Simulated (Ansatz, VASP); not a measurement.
**Two plane-wave programs on ZrSi23C24**

```
Si Zr C
1.0
     6.19000    0.00000    0.00000
    -3.09500    5.36070    0.00000
     0.00000    0.00000   15.17000
Si Zr C
23 1 24
Direct
  0.00000 0.00000 0.12500
  0.00000 0.50000 0.12500
  0.50000 0.00000 0.12500
  0.50000 0.50000 0.12500
  0.00000 0.00000 0.62500
  0.00000 0.50000 0.62500
  0.50000 0.00000 0.62500
  0.50000 0.50000 0.62500
  0.16667 0.33333 0.29170
  0.16667 0.83333 0.29170
  0.66667 0.33333 0.29170
  0.66667 0.83333 0.29170
  0.33333 0.16667 0.79170
  0.33333 0.66667 0.79170
  0.83333 0.16667 0.79170
  0.83333 0.66667 0.79170
  0.16667 0.83333 0.95830
  0.66667 0.33333 0.95830
  0.66667 0.83333 0.95830
  0.33333 0.16667 0.45830
  0.33333 0.66667 0.45830
  0.83333 0.16667 0.45830
  0.83333 0.66667 0.45830
  0.16667 0.33333 0.95830
  0.00000 0.00000 0.00000
  0.00000 0.50000 0.00000
  0.50000 0.00000 0.00000
  0.50000 0.50000 0.00000
  0.00000 0.00000 0.50000
  0.00000 0.50000 0.50000
  0.50000 0.00000 0.50000
  0.50000 0.50000 0.50000
  0.16667 0.33333 0.16670
  0.16667 0.83333 0.16670
  0.66667 0.33333 0.16670
  0.66667 0.83333 0.16670
  0.33333 0.16667 0.66670
  0.33333 0.66667 0.66670
  0.83333 0.16667 0.66670
  0.83333 0.66667 0.66670
  0.16667 0.33333 0.83330
  0.16667 0.83333 0.83330
  0.66667 0.33333 0.83330
  0.66667 0.83333 0.83330
  0.33333 0.16667 0.33330
  0.33333 0.66667 0.33330
  0.83333 0.16667 0.33330
  0.83333 0.66667 0.33330
```

Alike in both runs: task electric field gradients; functional PBE; k mesh 4 × 4 × 2; occupations fermi-dirac, width 0.01 eV; no spin polarisation.

|  | VASP | Ansatz |
| --- | --- | --- |
| version | VASP 6.6.1 | Ansatz 0.2.0 |
| potentials or method | VASP PAW PBE potentials, release 64 (Si, Zr_sv, C) | plane-wave PAW, scalar-relativistic |
| plane-wave cutoff (eV) | 520 | 420 |
| valence electrons in the cell | 200 | 200 |

VASP gave:

* gap on the k mesh at the Fermi level (eV): 2.00
* pressure (GPa): 6.6
* rms of the force components (eV/Å): 1.185

Question: Estimate Ansatz's values.

Answer: gap on the k mesh at the Fermi level (eV): 2.00; pressure (GPa): 6.7; rms of the force components (eV/Å): 1.178.

With one functional, cell and mesh, what is left measures potentials, basis and numerics.
